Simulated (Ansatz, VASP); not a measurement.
**Two plane-wave programs on ReS**

```
CELL_PARAMETERS angstrom
0.00000 2.97574 2.97574
2.97574 0.00000 2.97574
3.96750 3.96750 1.98399
ATOMIC_POSITIONS crystal
Re 0.00000 0.00000 0.00000
Re 0.00000 0.00000 0.50000
S 0.50000 0.50000 0.25000
S 0.50000 0.50000 0.75000
```

Alike in both runs: functional PBE; k mesh 14 × 14 × 7; occupations gaussian, width 0.1 eV; collinear spin.

Ansatz relaxed the structure, and its values are those at the end. VASP's run is a single point on that final structure, the one shown.

```csv
,VASP,Ansatz
version,VASP 6.6.1,Ansatz 0.2.0
potentials or method,"VASP PAW PBE potentials, release 64 (Re, S), cutoff 520 eV","scalar-relativistic, plane waves, PAW"
valence electrons in the cell,26,42
```

```csv
,VASP,Ansatz,Ansatz less VASP
gap on the k mesh at the Fermi level (eV),none,none,-
pressure (GPa),0.9,0.0,-0.87
net moment per atom (μB),0.00,0.00,0.000
```

A gap of «none» marks a metal or a gap that the smearing closes. The functional is the same, so the differences come from potentials, cutoffs and numerics. VASP's potentials hold 26 valence electrons a cell and Ansatz's 42, so a difference there can come from the potentials and not from the codes. Ansatz's warnings: seeded moment not kept.

Neither program's run includes spin-orbit coupling.
